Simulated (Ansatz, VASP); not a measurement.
AgCl: VASP beside Ansatz

The input INCAR:

```
SYSTEM = AgCl
  ALGO = Normal
  EDIFF = 1E-6
  ENCUT = 520
  ISIF = 2
  ISMEAR = 0
  LASPH = .True.
  LCHARG = .False.
  LREAL = .False.
  LWAVE = .False.
  NBANDS = 16
  NELM = 80
  PREC = Accurate
  SIGMA = 0.01
```

KPOINTS

```
k-points
0
Gamma
  8 8 8
  0 0 0
```

File POSCAR:

```
AgCl
1.0
    3.3955880419      0.0000000000      0.0000000000
    0.0000000000      3.3955880419      0.0000000000
    0.0000000000      0.0000000000      3.3955880419
Ag Cl
1 1
Direct
    0.0000000000      0.0000000000      0.0000000000
    0.5000000000      0.5000000000      0.5000000000
```

Input for Ansatz:

```yaml
crystal:
  lattice:
    - [3.3955880419, 0.0, 0.0]
    - [0.0, 3.3955880419, 0.0]
    - [0.0, 0.0, 3.3955880419]
  atoms:
    - { symbol: Ag, position: [0.0, 0.0, 0.0] }
    - { symbol: Cl, position: [0.5, 0.5, 0.5] }
kpoints:
  mp_grid: { grid: [8, 8, 8] }
hamiltonian:
  xc: lda
scf:
  occupations: { method: fixed }
output:
  optics: { e_range: [0, 12], de: 0.05, sigma: 0.1, bands: auto }
```

Alike in both runs: task single point; functional LDA; k mesh 8 × 8 × 8; no spin polarisation.

|  | VASP | Ansatz |
| --- | --- | --- |
| version | VASP 6.6.1 | Ansatz 0.2.0 |
| potentials or method | VASP PAW LDA potentials, release 64 (Ag, Cl) | plane waves, PAW |
| plane-wave cutoff (eV) | 520 | 420 |
| occupations | gaussian, width 0.01 eV | fixed |
| valence electrons in the cell | 18 | 26 |

|  | VASP | Ansatz | Ansatz less VASP |
| --- | --- | --- | --- |
| gap on the k mesh at the Fermi level (eV) | 0.32 | 0.29 | -0.031 |

LDA's correlation is that of Perdew and Zunger in VASP and of Perdew and Wang (1992) in Ansatz. VASP's potentials hold 18 valence electrons a cell and Ansatz's 26, so a difference there can come from the potentials and not from the codes.
